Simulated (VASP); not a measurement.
Input of a VASP 6.6.1 run:

File INCAR:

```
PREC = Accurate
ENCUT = 500
EDIFF = 1E-6
ISMEAR = -1
SIGMA = 0.05
LREAL = F
LASPH = T
NELM = 120
ALGO = Normal
ISIF = 2
LWAVE = F
LCHARG = F
NBANDS = 36
GGA_COMPAT = F
```

The input KPOINTS:

```
Automatic mesh
0
Gamma
  7 7 7
```

The input POSCAR:

```
ZnSiP2
1.0
   -2.6318571686      2.6318571686      5.1232653551
    2.6318571686     -2.6318571686      5.1232653551
    2.6318571686      2.6318571686     -5.1232653551
Zn P Si
2 4 2
Direct
    0.7500000000      0.2500000000      0.5000000000
    0.0000000000      0.0000000000      0.0000000000
    0.1423012000      0.6250000000      0.0173012000
    0.6076988000      0.1250000000      0.9826988000
    0.8750000000      0.8576988000      0.4826988000
    0.3750000000      0.3923012000      0.5173012000
    0.2500000000      0.7500000000      0.5000000000
    0.5000000000      0.5000000000      0.0000000000
```

Potentials or basis: VASP PAW LDA potentials, release 64 (Zn, P, Si).

Command:

```sh
$ cat potpaw_LDA.64/Zn/POTCAR potpaw_LDA.64/P/POTCAR potpaw_LDA.64/Si/POTCAR > POTCAR
$ mpirun -np 1 vasp_std > vasp.out
```

(1) Estimate the largest force.

(2) Estimate the band gap on the k mesh.

(3) Predict the pressure.

Answers

(1) 0.345 eV/Å.

(2) 1.07 eV.

(3) 3.5 GPa.

Caveat: the cell stands under pressure.
